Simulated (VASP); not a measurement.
# FeSi16 (a cell with a defect) in VASP: single point with PBE

Aim: the single point of FeSi16 (a cell with a defect) with PBE.

Everything below comes from runs of VASP 6.6.1. Logs are shortened: lines on timing, memory, paths and dates and some standing lists are left out, and cuts for length are marked.

## Step 1: The cell of the first run

The cell holds a defect, 17 atoms: a = 7.679 Å, b = 7.679 Å, c = 7.679 Å, α = 60.00°, β = 60.00°, γ = 60.00°.

## Step 2: Single point, PBE, collinear spin, ferromagnetic start

Input file INCAR:

```
ALGO = Normal ; EDIFF = 1E-7
ENCUT = 520 ; GGA = PE
ISIF = 2 ; ISMEAR = 0
ISPIN = 2 ; LASPH = T
LCHARG = F ; LMAXMIX = 4
LORBIT = 11 ; LREAL = Auto
LWAVE = F ; MAGMOM = 0 0 0 0 0 0 0 0 0 0 0 0 0 0 0 0 2.5
NBANDS = 54 ; NELM = 150
PREC = Accurate ; SIGMA = 0.02
```

Input file KPOINTS:

```
k-points
0
Gamma
  2 2 2
```

Input file POSCAR:

```
FeSi16
1.0
    0.0000000000      5.4300000000      5.4300000000
    5.4300000000      0.0000000000      5.4300000000
    5.4300000000      5.4300000000      0.0000000000
Si Fe
16 1
Direct
    0.0019180706     -0.0008406460      0.0018018551
    0.1255448047      0.1246133318      0.1254476976
    0.0028386599     -0.0005149714      0.4983668614
    0.1222482245      0.1261421365      0.6266508938
    0.0019048356      0.4973264316      0.0017926906
    0.1257355659      0.6244391194      0.1255090037
   -0.0066643676      0.5016768376      0.5035614766
    0.1222352778      0.6251344289      0.6267007683
    0.4984620518     -0.0005105512      0.0027303357
    0.6267664644      0.1261844914      0.1220681821
    0.5006450974      0.0008400049      0.5004880927
    0.6279616280      0.1221922341      0.6278664576
    0.5037646618      0.5017188403     -0.0069528377
    0.6268140166      0.6251538308      0.1220580629
    0.5006280014      0.4982649584      0.5004723962
    0.6208445742      0.6293852350      0.6205522398
    0.3719496329      0.3783413879      0.3716345235
```

Potentials or basis: VASP PAW PBE potentials, release 64 (Si, Fe).

Started as:

```console
$ cat potpaw_PBE.64/Si/POTCAR potpaw_PBE.64/Fe/POTCAR > POTCAR
$ mpirun -np 1 vasp_std > vasp.out
```

OUTCAR:

```text
EDIFF = 1E-7
   ENCUT = 520
   GGA = PE
   ISIF = 2
   ISMEAR = 0
   ISPIN = 2
   LASPH = T
   LORBIT = 11
   LREAL = Auto
   NELM = 150
   PREC = Accurate

 ion  position               nearest neighbor table
   1  0.002  0.999  0.002-   2 2.34   6 2.35   4 2.35  10 2.35
   2  0.126  0.125  0.125-   5 2.34   1 2.34   9 2.34   3 2.34
   3  0.003  0.999  0.498-   2 2.34   4 2.35   8 2.35  12 2.35
   4  0.122  0.126  0.627-   3 2.35   1 2.35   7 2.35  11 2.37  17 2.73
   5  0.002  0.497  0.002-   2 2.34   6 2.35  14 2.35   8 2.35
   6  0.126  0.624  0.126-   5 2.35   1 2.35  13 2.37   7 2.37  17 2.67
   7  0.993  0.502  0.504-  16 2.34   8 2.35   4 2.35   6 2.37  17 2.37
   8  0.122  0.625  0.627-   3 2.35   5 2.35   7 2.35  15 2.37  17 2.73
   9  0.498  0.999  0.003-   2 2.34  14 2.35  10 2.35  12 2.35
  10  0.627  0.126  0.122-   9 2.35   1 2.35  13 2.35  11 2.37  17 2.72
  11  0.501  0.001  0.500-  16 2.33  12 2.36  17 2.37   4 2.37  10 2.37
  12  0.628  0.122  0.628-   9 2.35   3 2.35  11 2.36  15 2.36  17 2.78
  13  0.504  0.502  0.993-  16 2.34  14 2.35  10 2.35   6 2.37  17 2.37
  14  0.627  0.625  0.122-   9 2.35   5 2.35  13 2.35  15 2.37  17 2.72
  15  0.501  0.498  0.500-  16 2.33  12 2.36  17 2.37   8 2.37  14 2.37
  16  0.621  0.629  0.621-  15 2.33  11 2.33   7 2.34  13 2.34
  17  0.372  0.378  0.372-  15 2.37  11 2.37  13 2.37   7 2.37   6 2.67  14 2.72  10 2.72   8 2.73
                             4 2.73  12 2.78

  LATTYP: Found a face centered cubic cell.
 ALAT       =    10.8600000000

  Lattice vectors:

 A1 = (   0.0000000000,   5.4300000000,   5.4300000000)
 A2 = (   5.4300000000,   0.0000000000,   5.4300000000)
 A3 = (   5.4300000000,   5.4300000000,   0.0000000000)

Analysis of symmetry for initial positions (statically):
=====================================================================
 Subroutine PRICEL returns:
 Original cell was already a primitive cell.

 Routine SETGRP: Setting up the symmetry group for a
 face centered cubic supercell.

 Subroutine GETGRP returns: Found  1 space group operations
 (whereof  1 operations were pure point group operations)
 out of a pool of 48 trial point group operations.

The static configuration has the point symmetry C_1 .

Analysis of symmetry for dynamics (positions and initial velocities):
=====================================================================
 Subroutine PRICEL returns:
 Original cell was already a primitive cell.

 Routine SETGRP: Setting up the symmetry group for a
 face centered cubic supercell.

 Subroutine GETGRP returns: Found  1 space group operations
 (whereof  1 operations were pure point group operations)
 out of a pool of 48 trial point group operations.

The dynamic configuration has the point symmetry C_1 .

Analysis of structural, dynamic, and magnetic symmetry:
[... 174 lines left out ...]

 val. band max:        6.3294973282   @ k =   0.5000   0.0000   0.5000
 cond. band min:       6.3733541789   @ k =   0.0000   0.0000   0.0000
 fundamental gap:      0.0438568506
 Fermi energy:         6.3514250335

 spin component 1

 k-point     1 :       0.0000    0.0000    0.0000
  band No.  band energies     occupation
      1      -6.0172      1.00000
      2      -3.6528      1.00000
      3      -3.6447      1.00000
      4      -3.6409      1.00000
      5      -3.6377      1.00000
      6      -2.0261      1.00000
[... 397 lines left out ...]
     47      10.3507      0.00000
     48      10.4033      0.00000
 Fermi energy:         6.3514250335

 spin component 2

 k-point     1 :       0.0000    0.0000    0.0000
  band No.  band energies     occupation
      1      -5.9734      1.00000
      2      -3.6144      1.00000
      3      -3.6051      1.00000
      4      -3.6002      1.00000
      5      -3.5898      1.00000
      6      -1.9944      1.00000
[... 397 lines left out ...]
     47      10.4449      0.00000
     48      10.4471      0.00000
 [bands above 48 left out]

------------------------ aborting loop because EDIFF is reached ----------------------------------------

  FORCE on cell =-STRESS in cart. coord.  units (eV):
  Direction    XX          YY          ZZ          XY          YZ          ZX
  --------------------------------------------------------------------------------------
  -------------------------------------------------------------------------------------
  Total        4.8450646      4.8875707      4.8456223      0.0065410      0.0031792      0.4546746
  in kB       24.2426821     24.4553653     24.2454726      0.0327283      0.0159074      2.2750019
  external PRESSURE =      24.3145066 kB  Pullay stress =       0.0000000 kB

 VOLUME and BASIS-vectors are now :
 -----------------------------------------------------------------------------
  energy-cutoff  :      520.00
  volume of cell :      320.21
      direct lattice vectors                 reciprocal lattice vectors
     0.000000000  5.430000000  5.430000000    -0.092081031  0.092081031  0.092081031
     5.430000000  0.000000000  5.430000000     0.092081031 -0.092081031  0.092081031
     5.430000000  5.430000000  0.000000000     0.092081031  0.092081031 -0.092081031

 POSITION                                       TOTAL-FORCE (eV/Angst)
 -----------------------------------------------------------------------------------
      5.43522      0.02020      5.43585        -0.002238     -0.000916     -0.001934
      1.35783      1.36289      1.35836        -0.001477     -0.004037     -0.002142
      8.13334      2.72155      5.44262         0.001939      0.000506     -0.000303
      4.08767      4.06652      1.34876         0.001319      0.001468      0.001953
      2.71022      0.02008      2.71083         0.000408      0.002237      0.000837
      4.07222      1.36426      4.07345         0.003454     -0.003618      0.001878
[... 9 lines left out ...]
      6.78716      6.74078      6.78875         0.001435      0.001938      0.001717
      4.07237      4.03766      4.07408         0.000015      0.001809     -0.001559
 -----------------------------------------------------------------------------------
    total drift:                                0.000040     -0.010760     -0.000607

  FREE ENERGIE OF THE ION-ELECTRON SYSTEM (eV)
  ---------------------------------------------------
  free  energy   TOTEN  =       -92.3083868436 eV

  energy  without entropy=      -92.3079622420  energy(sigma->0) =      -92.30817454

 total charge

# of ion       s       p       d       tot
------------------------------------------
    1        0.741   0.948   0.000   1.688
    2        0.739   0.967   0.000   1.706
    3        0.741   0.949   0.000   1.690
    4        0.734   0.952   0.000   1.686
    5        0.741   0.948   0.000   1.689
    6        0.733   0.952   0.000   1.685
[... 9 lines left out ...]
   16        0.760   0.931   0.000   1.690
   17        0.370   0.415   6.536   7.320
--------------------------------------------------
tot         12.163  15.669   6.536  34.367

 magnetization (x)

# of ion       s       p       d       tot
------------------------------------------
    1        0.002   0.009   0.000   0.011
    2       -0.001  -0.002   0.000  -0.002
    3        0.002   0.009   0.000   0.011
    4        0.000   0.004   0.000   0.004
    5        0.002   0.009   0.000   0.011
    6       -0.000   0.005   0.000   0.005
[... 9 lines left out ...]
   16        0.001  -0.005   0.000  -0.004
   17        0.016   0.010   1.662   1.688
--------------------------------------------------
tot          0.034   0.208   1.662   1.904
```

Wall time 7.9 min (1 thread of AMD EPYC 9R45 (Zen 5), shared host); peak memory 0.69 GiB.

What came out:

```
Free energy                                           : -92.3084 eV
Pressure                                              : 2.4 GPa
Largest force                                         : 0.017 eV/Å
Net moment                                            : 2.25 μB per cell
Site moments                                          : Si +0.01, -0.00, +0.00, +0.04 (each value once); Fe +1.69 μB
Valence electrons inside the program's atomic spheres : Si 1.69, 1.71, 1.70 (each value once); Fe 7.32
```

Forces on the atoms (eV/Å):
```
Si  -0.002 -0.001 -0.002
Si  -0.001 -0.004 -0.002
Si   0.002  0.001  0.000
Si   0.001  0.001  0.002
Si   0.000  0.002  0.001
Si   0.003 -0.004  0.002
Si   0.008 -0.010 -0.011
Si  -0.002 -0.001  0.002
Si   0.000  0.000  0.002
Si   0.001  0.003  0.002
Si  -0.008  0.009 -0.009
Si   0.000  0.000  0.001
Si  -0.011 -0.010  0.008
Si   0.001  0.000 -0.002
Si   0.007  0.011  0.007
Si   0.001  0.002  0.002
Fe   0.000  0.002 -0.002
```

Caveat: the k points lie up to 0.50 Å⁻¹ apart.
